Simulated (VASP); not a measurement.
Here is a VASP 6.6.1 calculation.

Contents of INCAR:

```
PREC = Accurate
ENCUT = 600
EDIFF = 1E-6
ISMEAR = 0
SIGMA = 0.1
LREAL = F
LASPH = T
NELM = 120
ALGO = Normal
ISIF = 2
LWAVE = F
LCHARG = T
GGA = PE
LELF = T
LVHAR = T
NBANDS = 11
GGA_COMPAT = F
```

The input KPOINTS:

```
Automatic mesh
0
Gamma
  3 3 3
```

POSCAR

```
Be2C
1.0
    0.0000000000      2.1622559729      2.1622559729
    2.1622559729      0.0000000000      2.1622559729
    2.1622559729      2.1622559729      0.0000000000
Be C
2 1
Direct
    0.7500000000      0.7500000000      0.7500000000
    0.2500000000      0.2500000000      0.2500000000
    0.0000000000      0.0000000000      0.0000000000
```

Potentials or basis: VASP PAW PBE potentials, release 64 (Be, C).

Run with:

```console
$ cat potpaw_PBE.64/Be/POTCAR potpaw_PBE.64/C/POTCAR > POTCAR
$ mpirun -np 1 vasp_std > vasp.out
```

Task: What does it give for the pressure?

Result: 1.9 GPa.

Task: Estimate the band gap on the k mesh.

Result: 2.37 eV, indirect (least direct gap 4.01 eV).

Caveat: the k points lie up to 0.84 Å⁻¹ apart. A hybrid or GW would open this gap; PBE tends to underestimate it.
